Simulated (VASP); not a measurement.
# Ru (P2_1/m) in VASP: a series of runs, part 2 of 2

VASP 6.6.1.

## Step 6: Single point, LDA (atoms displaced along several vibrational modes)

INCAR reads:

```
SYSTEM = Ru
PREC = Accurate
ENCUT = 520
EDIFF = 1E-6
ISMEAR = 0
SIGMA = 0.15
LREAL = .FALSE.
LASPH = .TRUE.
NELM = 60
ALGO = Fast
ISIF = 2
LWAVE = .FALSE.
LCHARG = .TRUE.
LELF = .TRUE.
LVHAR = .TRUE.
NBANDS = 21
```

KPOINTS reads:

```
Automatic mesh
0
G
  21 21 10
  0 0 0
```

POSCAR reads:

```
Ru
1.0
    2.6740588025      0.0000000000      0.0000000000
   -1.3370294013      2.3158028542      0.0000000000
    0.0000000000      0.0000000000      4.2267610266
Ru
2
Direct
    0.3085254486      0.6868324592      0.2500000000
    0.6914745514      0.3131675408      0.7500000000
```

Potentials or basis: VASP PAW LDA potentials, release 64 (Ru_pv).

Run with:

```sh
cat potpaw_LDA.64/Ru_pv/POTCAR > POTCAR
mpirun -np 1 vasp_std > vasp.out
```

OUTCAR:

```text
SYSTEM = Ru
   PREC = Accurate
   ENCUT = 520
   EDIFF = 1E-6
   ISMEAR = 0
   LREAL = .FALSE.
   LASPH = .TRUE.
   NELM = 60
   ISIF = 2

 ion  position               nearest neighbor table
   1  0.309  0.687  0.250-   2 2.56   2 2.56   2 2.57   2 2.57   2 2.75   2 2.75
   2  0.691  0.313  0.750-   1 2.56   1 2.56   1 2.57   1 2.57   1 2.75   1 2.75

  LATTYP: Found a hexagonal cell.
 ALAT       =     2.6740588025
 C/A-ratio  =     1.5806537323

  Lattice vectors:

 A1 = (   2.6740588025,   0.0000000000,   0.0000000000)
 A2 = (  -1.3370294013,   2.3158028542,   0.0000000000)
 A3 = (   0.0000000000,   0.0000000000,   4.2267610266)

Analysis of symmetry for initial positions (statically):
=====================================================================
 Subroutine PRICEL returns:
 Original cell was already a primitive cell.

 Routine SETGRP: Setting up the symmetry group for a
 hexagonal supercell.

 Subroutine GETGRP returns: Found  4 space group operations
 (whereof  2 operations were pure point group operations)
 out of a pool of 24 trial point group operations.

The static configuration has the point symmetry S_2 .
 The point group associated with its full space group is C_2h.

Analysis of symmetry for dynamics (positions and initial velocities):
=====================================================================
 Subroutine PRICEL returns:
 Original cell was already a primitive cell.

 Routine SETGRP: Setting up the symmetry group for a
 hexagonal supercell.

 Subroutine GETGRP returns: Found  4 space group operations
 (whereof  2 operations were pure point group operations)
 out of a pool of 24 trial point group operations.

The dynamic configuration has the point symmetry S_2 .
 The point group associated with its full space group is C_2h.

 Subroutine INISYM returns: Found  4 space group operations
 (whereof  2 operations are pure point group operations),
 and found     1 'primitive' translations

----------------------------------------------------------------------------------------

                                     Primitive cell

  volume of cell :      26.1746

  direct lattice vectors                    reciprocal lattice vectors
     2.674058802  0.000000000  0.000000000     0.373963355  0.215907843  0.000000000
    -1.337029401  2.315802854  0.000000000     0.000000000  0.431815687  0.000000000
     0.000000000  0.000000000  4.226761027     0.000000000  0.000000000  0.236587778

  length of vectors
     2.674058802  2.674058803  4.226761027     0.431815687  0.431815687  0.236587778

  position of ions in fractional coordinates (direct lattice)
     0.308525449  0.686832459  0.250000000
     0.691474551  0.313167541  0.750000000

  ion indices of the primitive-cell ions
   primitive index   ion index
                 1           1
                 2           2

----------------------------------------------------------------------------------------

 KPOINTS: Automatic mesh

Automatic generation of k-mesh.
 Grid dimensions read from file:
 generate k-points for:   21   21   10

 Generating k-lattice:

  Cartesian coordinates                     Fractional coordinates (reciprocal lattice)
     0.017807779  0.010281326  0.000000000     0.047619048 -0.000000000  0.000000000
     0.000000000  0.020562652  0.000000000     0.000000000  0.047619048  0.000000000
     0.000000000  0.000000000  0.023658778     0.000000000  0.000000000  0.100000000

  Length of vectors
     0.020562652  0.020562652  0.023658778

  Shift w.r.t. Gamma in fractional coordinates (k-lattice)
     0.000000000  0.000000000  0.000000000

 Subroutine IBZKPT returns following result:
 ===========================================

 Found   1326 irreducible k-points:

 Following reciprocal coordinates:
            Coordinates               Weight
  0.000000  0.000000  0.000000      1.000000
  0.047619 -0.000000  0.000000      2.000000
  0.000000  0.047619  0.000000      2.000000
 -0.047619  0.047619  0.000000      2.000000
  0.095238 -0.000000  0.000000      2.000000
  0.000000  0.095238  0.000000      2.000000
[... 16 lines left out ...]
  0.380952 -0.000000  0.000000      2.000000
  0.000000  0.380952  0.000000      2.000000
 [... further k-points ...]
   k-points           NKPTS =   1326   k-points in BZ     NKDIM =   1326   number of bands    NBANDS=     21
   number of dos      NEDOS =    301   number of ions     NIONS =      2
   total plane-waves  NPLWV =  12800
   dimension x,y,z NGX =    20 NGY =   20 NGZ =   32
   dimension x,y,z NGXF=    40 NGYF=   40 NGZF=   64
   ions per type =               2
   NGX,Y,Z   is equivalent  to a cutoff of  12.43, 12.43, 12.59 a.u.
   NGXF,Y,Z  is equivalent  to a cutoff of  24.87, 24.87, 25.17 a.u.
 SYSTEM =  Ru
   PREC   = accura    normal or accurate (medium, high low for compatibility)
   ISTART =      0    job   : 0-new  1-cont  2-samecut
   ICHARG =      2    charge: 1-file 2-atom 10-const
   ISPIN  =      1    spin polarized calculation?
   LNONCOLLINEAR =      F non collinear calculations
   LSORBIT =      F    spin-orbit coupling
   LASPH  =      T    aspherical Exc in radial PAW
   ENCUT  =  520.0 eV  38.22 Ry    6.18 a.u.   4.97  4.97  7.86*2*pi/ulx,y,z
   NELM   =     60;   NELMIN=  2; NELMDL= -5     # of ELM steps
   EDIFF  = 0.1E-05   stopping-criterion for ELM
   LREAL  =      F    real-space projection
   EDIFFG = 0.1E-04   stopping-criterion for IOM
   NSW    =      0    number of steps for IOM
   IBRION =     -1    ionic relax: 0-MD 1-quasi-New 2-CG
   NFREE  =      0    steps in history (QN), initial steepest desc. (CG)
   ISIF   =      2    stress and relaxation
   ISYM   =      2    0-nonsym 1-usesym 2-fastsym
   POTIM  = 0.5000    time-step for ionic-motion
   TEBEG  =    0.0;   TEEND  =   0.0 temperature during run
   PSTRESS=    0.0 pullay stress
   NELECT =      28.0000    total number of electrons
   NUPDOWN=      -1.0000    fix difference up-down
   EMIN   =  10.00;   EMAX   =-10.00  energy-range for DOS
   EFERMI =   0.00;   METHOD = LEGACY
   ISMEAR =     0;   SIGMA  =   0.15  broadening in eV -4-tet -1-fermi 0-gaus
   EFERMI_NEDOS =   21; number of points for ismear=-14 and -15
   IALGO  =     68    algorithm
   IMIX   =      4    mixing-type and parameters
     AMIX     =   0.40;   BMIX     =  1.00
     AMIX_MAG =   1.60;   BMIX_MAG =  1.00
  volume/ion in A,a.u.               =      13.09        88.32
  Fermi-wavevector in a.u.,A,eV,Ry     =   1.674303  3.163974 38.141091  2.803291
  Thomas-Fermi vector in A             =   2.759122
   LORBIT       =      0    0 simple, 1 ext, 2 COOP (PROOUT), +10 PAW based schemes
   GGA     = CA    functional components
   LHFCALC =     F    Hartree Fock is set to
   AEXX    =    0.0000 exact exchange contribution
   IVDW    =     0    specifies the selected vdW correction
   LEPSILON=     F    determine dielectric tensor
   LRPA    =     F    only Hartree local field effects (RPA)
 non-spin polarized calculation
 RMM-DIIS sequential band-by-band and
 Gauss-broadening in eV      SIGMA  =   0.15
  energy-cutoff  :      520.00
  volume of cell :       26.17
 maximum number of plane-waves:       732
   NGX =  9   NGY =  9   NGZ = 15

 number of electron      27.9999994 magnetization

 Free energy of the ion-electron system (eV)
  ---------------------------------------------------
  ext. energy  EPLUGINS =         0.00000000
  ---------------------------------------------------
  free energy    TOTEN  =       -21.22392879 eV

  energy without entropy =      -21.20551407  energy(sigma->0) =      -21.21472143

 E-fermi :  13.4289     XC(G=0): -14.6032

 val. band max:       13.4289145953   @ k =   0.4286  -0.1429  -0.3000
 cond. band min:      13.4290616959   @ k =   0.2381  -0.0476  -0.3000
 fundamental gap:      0.0001471006
 Fermi energy:        13.4289354073

 k-point     1 :       0.0000    0.0000    0.0000
  band No.  band energies     occupation
      1     -30.2470      2.00000
      2     -29.2174      2.00000
      3     -29.0600      2.00000
      4     -28.9814      2.00000
      5     -28.9240      2.00000
      6     -28.8840      2.00000
[... 13 lines left out ...]
     20      23.3537      0.00000
     21      24.2035      0.00000
[... 529 lines left out ...]
 k-point    24 :       0.0000    0.3810    0.0000
  band No.  band energies     occupation
      1     -29.8922      2.00000
      2     -29.7539      2.00000
      3     -29.7019      2.00000
      4     -29.3390      2.00000
      5     -29.1941      2.00000
      6     -29.0747      2.00000
[... 13 lines left out ...]
     20      24.5247      0.00000
     21      24.6227      0.00000

 [... further k-points ...]

------------------------ aborting loop because EDIFF is reached ----------------------------------------

  FORCE on cell =-STRESS in cart. coord.  units (eV):
  Direction    XX          YY          ZZ          XY          YZ          ZX
  --------------------------------------------------------------------------------------
  -------------------------------------------------------------------------------------
  Total       -0.0403274      0.6162851      1.0340112      0.6356067      0.0000000      0.0000000
  in kB       -2.4684826     37.7235051     63.2929870     38.9062031      0.0000000      0.0000000
  external PRESSURE =      32.8493365 kB  Pullay stress =       0.0000000 kB

 VOLUME and BASIS-vectors are now :
 -----------------------------------------------------------------------------
  energy-cutoff  :      520.00
  volume of cell :       26.17
      direct lattice vectors                 reciprocal lattice vectors
     2.674058802  0.000000000  0.000000000     0.373963355  0.215907843  0.000000000
    -1.337029401  2.315802854  0.000000000     0.000000000  0.431815687  0.000000000
     0.000000000  0.000000000  4.226761027     0.000000000  0.000000000  0.236587778

 POSITION                                       TOTAL-FORCE (eV/Angst)
 -----------------------------------------------------------------------------------
     -0.09330      1.59057      1.05669         1.485729     -0.759451     -0.000000
      1.43033      0.72523      3.17007        -1.485729      0.759451      0.000000
 -----------------------------------------------------------------------------------
    total drift:                                0.000000      0.000000      0.000000

  FREE ENERGIE OF THE ION-ELECTRON SYSTEM (eV)
  ---------------------------------------------------
  free  energy   TOTEN  =       -21.2239287880 eV

  energy  without entropy=      -21.2055140660  energy(sigma->0) =      -21.21472143
```

OSZICAR:

```text
N       E                     dE             d eps       ncg     rms          rms(c)
DAV:   1     0.287106805198E+03    0.28711E+03   -0.17518E+04 55860   0.149E+03
DAV:   2    -0.166524197419E+02   -0.30376E+03   -0.29444E+03 57007   0.448E+02
DAV:   3    -0.225948312545E+02   -0.59424E+01   -0.59064E+01 65937   0.704E+01
DAV:   4    -0.226392795305E+02   -0.44448E-01   -0.44373E-01 69061   0.585E+00
DAV:   5    -0.226398218202E+02   -0.54229E-03   -0.53808E-03 63405   0.582E-01    0.203E+01
RMM:   6    -0.213321755397E+02    0.13076E+01   -0.28185E+00 57012   0.138E+01    0.575E+00
RMM:   7    -0.212343570743E+02    0.97818E-01   -0.38051E-01 61174   0.439E+00    0.121E+00
RMM:   8    -0.212245934778E+02    0.97636E-02   -0.26131E-02 63204   0.158E+00    0.516E-01
RMM:   9    -0.212238876303E+02    0.70585E-03   -0.29439E-03 63951   0.504E-01    0.576E-02
RMM:  10    -0.212239230850E+02   -0.35455E-04   -0.48607E-04 65511   0.217E-01    0.315E-02
RMM:  11    -0.212239283338E+02   -0.52488E-05   -0.64314E-05 69038   0.493E-02    0.720E-03
RMM:  12    -0.212239287880E+02   -0.45418E-06   -0.88668E-06 61481   0.201E-02
   1 F= -.21223929E+02 E0= -.21214721E+02  d E =-.184147E-01
```

Run time: 5.2 min. Hardware: 1 thread of Oxide Virtual Turin-like, shared host; peak memory 0.58 GiB.

Results:

* Free energy: -21.2239 eV
* Pressure: 3.3 GPa
* Largest force: 1.669 eV/Å
* Band gap on the k mesh: zero (bands 14 and 15 overlap by 3.27 eV)

Forces in eV/Å, atoms in the order of the input:
```
Ru   1.486 -0.759  0.000
Ru  -1.486  0.759  0.000
```

Levels at points of the mesh, in eV from the Fermi level:
```csv
k point,band 12,band 13,band 14,band 15,band 16,band 17
"(0.00, 0.00, 0.00)",-2.14,-1.90,-1.83,-0.73,0.40,1.31
"(0.00, 0.00, 0.50)",-2.88,-2.82,-2.82,0.25,0.25,0.67
```

Caveat: the cell differs from its parent crystal (atoms displaced along several vibrational modes); the stress differs along the axes, from -0 to 6 GPa; forces of over 1 eV/Å act on the atoms, so gaps and moduli don't describe the material at rest.

## Step 7: Single point, LDA (atoms displaced along several vibrational modes)

INCAR reads:

```
  ALGO = Fast
  EDIFF = 1E-6
  ENCUT = 520
  ISIF = 2
  ISMEAR = 0
  LASPH = T
  LCHARG = T
  LELF = T
  LREAL = F
  LVHAR = T
  LWAVE = F
  NBANDS = 21
  NELM = 60
  PREC = Accurate
  SIGMA = 0.15
```

KPOINTS reads:

```
k-points
0
Gamma
  21 21 10
```

POSCAR reads:

```
Ru
1.0
    2.6740588025      0.0000000000      0.0000000000
   -1.3370294013      2.3158028542      0.0000000000
    0.0000000000      0.0000000000      4.2267610266
Ru
2
Direct
    0.3360134465      0.7069550702      0.2500000000
    0.6639865535      0.2930449298      0.7500000000
```

Run with:

```sh
cat potpaw_LDA.64/Ru_pv/POTCAR > POTCAR
mpirun -np 1 vasp_std > vasp.out
```

It took 6.6 min on 1 thread of Oxide Virtual Turin-like, shared host; peak memory 0.57 GiB.

The run converged. Its results:

```yaml
Free_energy: -21.2305 eV
Pressure: 3.4 GPa
Largest_force: 1.569 eV/Å
Band_gap_on_the_k_mesh: zero (bands 14 and 15 overlap by 3.18 eV)
```

Forces in eV/Å, atoms in the order of the input:
```
Ru   0.774 -1.365  0.000
Ru  -0.774  1.365  0.000
```

Stress tensor (GPa, compression positive):
```
-1.48  2.04  0.00
 2.04  5.47  0.00
 0.00  0.00  6.34
```

Levels at points of the mesh, in eV from the Fermi level:
| k point | band 11 | band 12 | band 13 | band 14 | band 15 | band 16 | band 17 | band 18 |
| --- | --- | --- | --- | --- | --- | --- | --- | --- |
| (0.00, 0.00, 0.00) | -2.60 | -2.16 | -2.08 | -1.68 | -0.77 | 0.42 | 1.32 | 1.88 |
| (0.00, 0.00, 0.50) | -2.96 | -2.96 | -2.74 | -2.74 | 0.27 | 0.27 | 0.72 | 0.72 |

Caveat: the cell differs from its parent crystal (atoms displaced along several vibrational modes); the stress differs along the axes, from -1 to 6 GPa; forces of over 1 eV/Å act on the atoms, so gaps and moduli don't describe the material at rest.

## Step 8: Overview

```tsv
cell	further INCAR settings	gap on the mesh (eV)	pressure (GPa)	largest force (eV/Å)
as given, atomic positions A	ALGO = Fast; EDIFF = 1e-06; NBANDS = 21	none	8.5	2.73
as given, atomic positions B	ALGO = Fast; EDIFF = 1e-07; NBANDS = 21	none	9.7	2.51
as given, atomic positions C	ALGO = Fast; EDIFF = 1e-06; NBANDS = 21	none	6.4	2.56
as given, atomic positions D	ALGO = Fast; EDIFF = 1e-07; NBANDS = 21	none	7.5	2.21
as given, atomic positions E	ALGO = Fast; EDIFF = 1e-06; NBANDS = 21	none	3.3	1.67
as given, atomic positions F	ALGO = Fast; EDIFF = 1e-06; NBANDS = 21	none	3.4	1.57
```

Alike in all rows: task single point; level LDA; potentials or basis VASP PAW LDA potentials, release 64 (Ru_pv); no spin polarisation; k mesh 21 × 21 × 10; cutoff (eV) 520; smearing gaussian 0.15 eV.

Caveats: forces of over 1 eV/Å act on the atoms, so gaps and moduli don't describe the material at rest; the stress differs along the axes, from -3 to 19 GPa (at least some runs); the stress differs along the axes, from -1 to 20 GPa (at least some runs); the stress differs along the axes, from -2 to 15 GPa (at least some runs); the stress differs along the axes, from 0 to 15 GPa (at least some runs); the stress differs along the axes, from -0 to 6 GPa (at least some runs); the stress differs along the axes, from -1 to 6 GPa (at least some runs).

Total energies depend on the potentials used, so only differences within one code and one set of settings carry meaning.
